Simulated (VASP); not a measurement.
MgO, 2 atoms in the cell. It takes space group R-3m (No. 166, trigonal). Conventional cell: a = 3.188 Å, b = 3.188 Å, c = 6.637 Å, α = 90.00°, β = 90.00°, γ = 120.00°. Within 2.9 Å of Mg (site symmetry -3m) lie 6 O at 2.15 Å and 6 Mg at 2.88 Å. O (site symmetry -3m) has 6 Mg at 2.15 Å and 6 O at 2.88 Å within 2.9 Å.  This cell differs from its parent crystal: ratio of the length along [111] to the lengths across it x 0.85, volume and fractional coordinates fixed.

```yaml
Program: VASP 6.6.1
Task: single point
Functional: r2SCAN
Potentials_or_basis: VASP PAW PBE potentials, release 64 (Mg_sv, O)
Cutoff: 920 eV
k_mesh: 10 × 10 × 10
Occupations: gaussian, width 0.05 eV
Spin: no spin polarisation
Dipole_correction: no
Further_INCAR_settings: ALGO = Normal; EDIFF = 1e-06; NBANDS = 15
```

Potentials or basis: VASP PAW PBE potentials, release 64 (Mg_sv, O).

Run with:

```console
$ cat potpaw_PBE.64/Mg_sv/POTCAR potpaw_PBE.64/O/POTCAR > POTCAR
$ cp INCAR.step1 INCAR
$ mpirun -np 1 vasp_std > vasp.out
$ cp INCAR.step2 INCAR
$ mpirun -np 1 vasp_std > vasp.out
```

Hardware: 1 thread of AMD EPYC 7R13 Processor (Zen 3) (shared host).

Q: Estimate the wall time of this run.

A: It took 3.1 min on 1 thread of AMD EPYC 7R13 Processor (Zen 3), with other jobs on the host, peak memory 0.18 GiB. Counts: k points 116.
